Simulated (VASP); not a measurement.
Cu: single point with PBE

Crystal: Cu.

```
Cu
1.0
     2.40739    0.00000    0.00000
    -1.20370    2.08486    0.00000
     0.00000    0.00000    4.31820
Cu
2
Cartesian
  0.0000 1.3899 1.0795
  1.2037 0.6950 3.2386
```

This cell differs from its parent crystal: strain -0.050 along x and y, +0.050 along z.

```json
{
  "Program": "VASP 6.6.1",
  "Task": "single point",
  "Functional": "PBE",
  "Potentials or basis": "VASP PAW PBE potentials, release 64 (Cu)",
  "Cutoff": "520 eV",
  "k mesh": "24 × 24 × 12",
  "Occupations": "gaussian, width 0.15 eV",
  "Spin": "no spin polarisation",
  "Dipole correction": "no",
  "Further INCAR settings": "ALGO = Fast; EDIFF = 1e-06; NBANDS = 18"
}
```

```
Pressure               : 20.4 GPa
Band gap on the k mesh : zero (band 11 reaches 13.51 eV, above the bottom of band 12 at 6.65 eV)
```

Stress tensor (GPa, compression positive):
```
28.03  0.00  0.00
 0.00 28.03  0.00
 0.00  0.00  5.18
```

Levels at points of the mesh, in eV from the Fermi level:
```tsv
k point	band 9	band 10	band 11	band 12	band 13	band 14
(0.00, 0.00, 0.00)	-2.47	-2.14	-1.88	-1.88	2.87	21.37
(0.50, 0.00, 0.00)	-1.61	-1.55	0.13	2.01	7.76	7.98
(0.00, 0.00, 0.50)	-2.11	-2.11	-2.11	-2.11	10.74	10.74
(0.50, 0.00, 0.50)	-1.58	-1.58	0.47	0.47	5.58	5.58
```

Run time: 68 s on 1 thread of Intel(R) Xeon(R) 6975P-C (Granite Rapids), on a shared host, peak memory 0.23 GiB.

Caveat: the cell differs from its parent crystal (strain -0.050 along x and y, +0.050 along z).
